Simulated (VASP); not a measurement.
# P (P4/mmm) in VASP: relaxation of cell and atoms with PBE

Aim: the relaxation of cell and atoms of P with PBE.

Everything below comes from runs of VASP 6.6.1. Logs are shortened: lines on timing, memory, paths and dates and some standing lists are left out, and cuts for length are marked.

## 1. The cell of the first run

It takes space group P4/mmm (No. 123, tetragonal). Conventional cell: a = 4.828 Å, b = 4.828 Å, c = 2.281 Å, α = 90.00°, β = 90.00°, γ = 90.00°. P (site symmetry 4/mmm) has 6 P at 2.28 to 2.41 Å within 3.0 Å. P (site symmetry mmm) has 4 P at 2.28 to 2.41 Å within 3.0 Å.

## 2. Relaxation of cell and atoms, PBE

File INCAR:

```
ALGO = Normal
EDIFF = 1E-6
EDIFFG = -0.01
ENCUT = 600
GGA = PE
IBRION = 2
ISIF = 3
ISMEAR = 0
LASPH = T
LCHARG = F
LREAL = F
LWAVE = F
NELM = 100
NSW = 100
PREC = Accurate
SIGMA = 0.1
```

File KPOINTS:

```
k-points
0
Gamma
  10 10 20
```

File POSCAR:

```
P
1.0
    4.8284154440      0.0000000000      0.0000000000
    0.0000000000      4.8284154440      0.0000000000
    0.0000000000      0.0000000000      2.2805530724
P
3
Direct
    0.0000000000      0.0000000000      0.0000000000
    0.0000000000      0.5000000000      0.0000000000
    0.5000000000      0.0000000000      0.0000000000
```

Potentials or basis: VASP PAW PBE potentials, release 64 (P).

Run with:

```sh
cat potpaw_PBE.64/P/POTCAR > POTCAR
mpirun -np 1 vasp_std > vasp.out
```

OUTCAR:

```text
EDIFF = 1E-6
   EDIFFG = -0.01
   ENCUT = 600
   GGA = PE
   IBRION = 2
   ISIF = 3
   ISMEAR = 0
   LASPH = T
   LREAL = F
   NELM = 100
   NSW = 100
   PREC = Accurate

 ion  position               nearest neighbor table
   1  0.000  0.000  0.000-   2 2.41   3 2.41   2 2.41   3 2.41
   2  0.000  0.500  0.000-   1 2.41   1 2.41
   3  0.500  0.000  0.000-   1 2.41   1 2.41

  LATTYP: Found a simple tetragonal cell.
 ALAT       =     4.8284154440
 C/A-ratio  =     0.4723191488

  Lattice vectors:

 A1 = (   4.8284154440,   0.0000000000,   0.0000000000)
 A2 = (   0.0000000000,   4.8284154440,   0.0000000000)
 A3 = (   0.0000000000,   0.0000000000,   2.2805530724)

Analysis of symmetry for initial positions (statically):
=====================================================================
 Subroutine PRICEL returns:
 Original cell was already a primitive cell.

 Routine SETGRP: Setting up the symmetry group for a
 simple tetragonal supercell.

 Subroutine GETGRP returns: Found 16 space group operations
 (whereof 16 operations were pure point group operations)
 out of a pool of 16 trial point group operations.

The static configuration has the point symmetry D_4h.

Analysis of symmetry for dynamics (positions and initial velocities):
=====================================================================
 Subroutine PRICEL returns:
 Original cell was already a primitive cell.

 Routine SETGRP: Setting up the symmetry group for a
 simple tetragonal supercell.

 Subroutine GETGRP returns: Found 16 space group operations
 (whereof 16 operations were pure point group operations)
 out of a pool of 16 trial point group operations.

The dynamic configuration has the point symmetry D_4h.

 Subroutine INISYM returns: Found 16 space group operations
 (whereof 16 operations are pure point group operations),
 and found     1 'primitive' translations

----------------------------------------------------------------------------------------

                                     Primitive cell

  volume of cell :      53.1679

  direct lattice vectors                    reciprocal lattice vectors
     4.828415444  0.000000000  0.000000000     0.207107282  0.000000000  0.000000000
     0.000000000  4.828415444  0.000000000     0.000000000  0.207107282  0.000000000
     0.000000000  0.000000000  2.280553072     0.000000000  0.000000000  0.438490124

  length of vectors
     4.828415444  4.828415444  2.280553072     0.207107282  0.207107282  0.438490124

  position of ions in fractional coordinates (direct lattice)
     0.000000000  0.000000000  0.000000000
     0.000000000  0.500000000  0.000000000
     0.500000000  0.000000000  0.000000000

  ion indices of the primitive-cell ions
   primitive index   ion index
                 1           1
                 2           2
                 3           3

----------------------------------------------------------------------------------------

 KPOINTS: k-points

Automatic generation of k-mesh.
 Grid dimensions read from file:
 generate k-points for:   10   10   20

 Generating k-lattice:

  Cartesian coordinates                     Fractional coordinates (reciprocal lattice)
     0.020710728  0.000000000  0.000000000     0.100000000  0.000000000  0.000000000
     0.000000000  0.020710728  0.000000000     0.000000000  0.100000000  0.000000000
     0.000000000  0.000000000  0.021924506     0.000000000  0.000000000  0.050000000

  Length of vectors
     0.020710728  0.020710728  0.021924506

  Shift w.r.t. Gamma in fractional coordinates (k-lattice)
     0.000000000  0.000000000  0.000000000

 Subroutine IBZKPT returns following result:
 ===========================================

 Found    231 irreducible k-points:

 Following reciprocal coordinates:
            Coordinates               Weight
  0.000000  0.000000  0.000000      1.000000
  0.100000  0.000000  0.000000      4.000000
  0.200000  0.000000  0.000000      4.000000
  0.300000  0.000000  0.000000      4.000000
  0.400000  0.000000  0.000000      4.000000
  0.500000  0.000000  0.000000      2.000000
[... 16 lines left out ...]
  0.100000  0.000000  0.050000      8.000000
  0.200000  0.000000  0.050000      8.000000
 [... further k-points ...]
   k-points           NKPTS =    231   k-points in BZ     NKDIM =    231   number of bands    NBANDS=     11
   number of dos      NEDOS =    301   number of ions     NIONS =      3
   total plane-waves  NPLWV =  28800
   dimension x,y,z NGX =    40 NGY =   40 NGZ =   18
   dimension x,y,z NGXF=    80 NGYF=   80 NGZF=   36
   ions per type =               3
   NGX,Y,Z   is equivalent  to a cutoff of  13.77, 13.77, 13.12 a.u.
   NGXF,Y,Z  is equivalent  to a cutoff of  27.54, 27.54, 26.24 a.u.
 SYSTEM =  unknown system
   PREC   = accura    normal or accurate (medium, high low for compatibility)
   ISTART =      0    job   : 0-new  1-cont  2-samecut
   ICHARG =      2    charge: 1-file 2-atom 10-const
   ISPIN  =      1    spin polarized calculation?
   LNONCOLLINEAR =      F non collinear calculations
   LSORBIT =      F    spin-orbit coupling
   LASPH  =      T    aspherical Exc in radial PAW
   ENCUT  =  600.0 eV  44.10 Ry    6.64 a.u.   9.64  9.64  4.55*2*pi/ulx,y,z
   NELM   =    100;   NELMIN=  2; NELMDL= -5     # of ELM steps
   EDIFF  = 0.1E-05   stopping-criterion for ELM
   LREAL  =      F    real-space projection
   EDIFFG = -.1E-01   stopping-criterion for IOM
   NSW    =    100    number of steps for IOM
   IBRION =      2    ionic relax: 0-MD 1-quasi-New 2-CG
   NFREE  =      1    steps in history (QN), initial steepest desc. (CG)
   ISIF   =      3    stress and relaxation
   ISYM   =      2    0-nonsym 1-usesym 2-fastsym
   POTIM  = 0.5000    time-step for ionic-motion
   TEBEG  =    0.0;   TEEND  =   0.0 temperature during run
   PSTRESS=    0.0 pullay stress
   NELECT =      15.0000    total number of electrons
   NUPDOWN=      -1.0000    fix difference up-down
   EMIN   =  10.00;   EMAX   =-10.00  energy-range for DOS
   EFERMI =   0.00;   METHOD = LEGACY
   ISMEAR =     0;   SIGMA  =   0.10  broadening in eV -4-tet -1-fermi 0-gaus
   EFERMI_NEDOS =   21; number of points for ismear=-14 and -15
   IALGO  =     38    algorithm
   IMIX   =      4    mixing-type and parameters
     AMIX     =   0.40;   BMIX     =  1.00
     AMIX_MAG =   1.60;   BMIX_MAG =  1.00
  volume/ion in A,a.u.               =      17.72       119.60
  Fermi-wavevector in a.u.,A,eV,Ry     =   1.073714  2.029026 15.685648  1.152863
  Thomas-Fermi vector in A             =   2.209522
   LORBIT       =      0    0 simple, 1 ext, 2 COOP (PROOUT), +10 PAW based schemes
   GGA     = PE    functional components
   LHFCALC =     F    Hartree Fock is set to
   AEXX    =    0.0000 exact exchange contribution
   IVDW    =     0    specifies the selected vdW correction
   LEPSILON=     F    determine dielectric tensor
   LRPA    =     F    only Hartree local field effects (RPA)
 conjugate gradient relaxation of ions
 non-spin polarized calculation
 Gauss-broadening in eV      SIGMA  =   0.10
  energy-cutoff  :      600.00
  volume of cell :       53.17
 maximum number of plane-waves:      1813
 NGX is ok and might be reduce to    40
   NGX = 19   NGY = 19   NGZ =  9

--------------------------------------- Ionic step        1  -------------------------------------------

 number of electron      15.0000001 magnetization

 Free energy of the ion-electron system (eV)
  ---------------------------------------------------
  ext. energy  EPLUGINS =         0.00000000
  ---------------------------------------------------
  free energy    TOTEN  =       -14.83888547 eV

  energy without entropy =      -14.82930669  energy(sigma->0) =      -14.83409608

------------------------ aborting loop because EDIFF is reached ----------------------------------------

  FORCE on cell =-STRESS in cart. coord.  units (eV):
  Direction    XX          YY          ZZ          XY          YZ          ZX
  --------------------------------------------------------------------------------------
  -------------------------------------------------------------------------------------
  Total       -0.2217596     -0.2217596      1.5079151      0.0000000      0.0000000      0.0000000
  in kB       -6.6825696     -6.6825696     45.4399679      0.0000000      0.0000000      0.0000000
  external PRESSURE =      10.6916095 kB  Pullay stress =       0.0000000 kB
[... 207 lines left out ...]
  energy  without entropy=      -14.8510349961  energy(sigma->0) =      -14.85429577

--------------------------------------- Ionic step        7  -------------------------------------------

 number of electron      15.0000002 magnetization

 Free energy of the ion-electron system (eV)
  ---------------------------------------------------
  ext. energy  EPLUGINS =         0.00000000
  ---------------------------------------------------
  free energy    TOTEN  =       -14.85755360 eV

  energy without entropy =      -14.85104590  energy(sigma->0) =      -14.85429975

 E-fermi :   6.7951     XC(G=0): -10.1279

 val. band max:        6.7900839159   @ k =   0.4000   0.0000   0.3500
 cond. band min:       6.7951598479   @ k =   0.3000   0.0000   0.5000
 fundamental gap:      0.0050759320
 Fermi energy:         6.7951068227

 k-point     1 :       0.0000    0.0000    0.0000
  band No.  band energies     occupation
      1      -9.1910      2.00000
      2      -5.1176      2.00000
      3      -2.6035      2.00000
      4      -1.0736      2.00000
      5      -1.0736      2.00000
      6       5.0230      2.00000
      7       5.0230      2.00000
      8       9.5007      0.00000
      9      10.5742      0.00000
     10      13.5453      0.00000
     11      13.5453      0.00000
[... 309 lines left out ...]
 k-point    24 :       0.2000    0.0000    0.0500
  band No.  band energies     occupation
      1      -8.9573      2.00000
      2      -5.4628      2.00000
      3      -3.2783      2.00000
      4      -0.9352      2.00000
      5       0.6207      2.00000
      6       4.5086      2.00000
      7       4.7865      2.00000
      8      10.4506      0.00000
      9      10.6837      0.00000
     10      11.4752      0.00000
     11      12.9935      0.00000

 [... further k-points ...]

------------------------ aborting loop because EDIFF is reached ----------------------------------------

  FORCE on cell =-STRESS in cart. coord.  units (eV):
  Direction    XX          YY          ZZ          XY          YZ          ZX
  --------------------------------------------------------------------------------------
  -------------------------------------------------------------------------------------
  Total        0.0021987      0.0021987      0.0162796      0.0000000     -0.0000000      0.0000000
  in kB        0.0660682      0.0660682      0.4891903      0.0000000     -0.0000000      0.0000000
  external PRESSURE =       0.2071089 kB  Pullay stress =       0.0000000 kB
[... 18 lines left out ...]
  FREE ENERGIE OF THE ION-ELECTRON SYSTEM (eV)
  ---------------------------------------------------
  free  energy   TOTEN  =       -14.8575535962 eV

  energy  without entropy=      -14.8510459036  energy(sigma->0) =      -14.85429975

 reached required accuracy - stopping structural energy minimisation
```

It took 4.6 min on 1 thread of Intel Xeon Platinum 8259CL at 2.50GHz (Skylake/Cascade Lake), shared host; peak memory 0.26 GiB.

What came out:

```yaml
Free_energy: -14.8576 eV
Relaxed_volume: 17.77 Å³/atom
Relaxed_cell: a = 4.789 Å, b = 4.789 Å, c = 2.324 Å, α = 90.00°, β = 90.00°, γ = 90.00°
Space_group_after_relaxing_to_0.05_Å: P4/mmm (No. 123)
Energy_gained_by_relaxing: 6.2 meV/atom
Ionic_steps: 7
Pressure_after_relaxing: 0.0 GPa
```

The path:
```tsv
step	energy change (eV)	largest force (eV/Å)	pressure (GPa)	volume (Å³)
1	0.0000	0.0000	1.07	53.17
2	-0.0161	0.0000	-1.10	54.07
3	-0.0170	0.0000	-0.74	53.91
4	-0.0186	0.0000	-0.12	53.38
5	-0.0186	0.0000	-0.14	53.40
6	-0.0187	0.0000	0.08	53.29
7	-0.0187	0.0000	0.02	53.32
```

Final structure:
```
P
1.0
     4.78943    0.00000    0.00000
     0.00000    4.78943    0.00000
     0.00000    0.00000    2.32438
P
3
Direct
  0.00000 0.00000 0.00000
  0.00000 0.50000 0.00000
  0.50000 0.00000 0.00000
```

Levels at points of the mesh, in eV from the Fermi level:
```
           k point  band 4  band 5  band 6  band 7  band 8  band 9  band 10  band 11
(0.00, 0.00, 0.00)   -7.87   -7.87   -1.77   -1.77    2.71    3.78     6.75     6.75
(0.50, 0.00, 0.00)   -7.62   -3.32   -3.17   -1.54   -1.13    6.56     7.03     7.33
(0.50, 0.50, 0.00)   -5.23   -2.48   -1.74   -1.74   -0.48   -0.13     6.78     6.78
(0.00, 0.00, 0.50)   -5.21   -3.84   -3.84   -3.58   -2.78    2.00     2.00     2.31
(0.50, 0.00, 0.50)   -6.02   -4.42   -4.21   -3.65    1.15    1.43     2.34     3.15
(0.50, 0.50, 0.50)   -6.89   -5.97   -5.97   -0.60    1.16    3.00     3.00     3.72
```
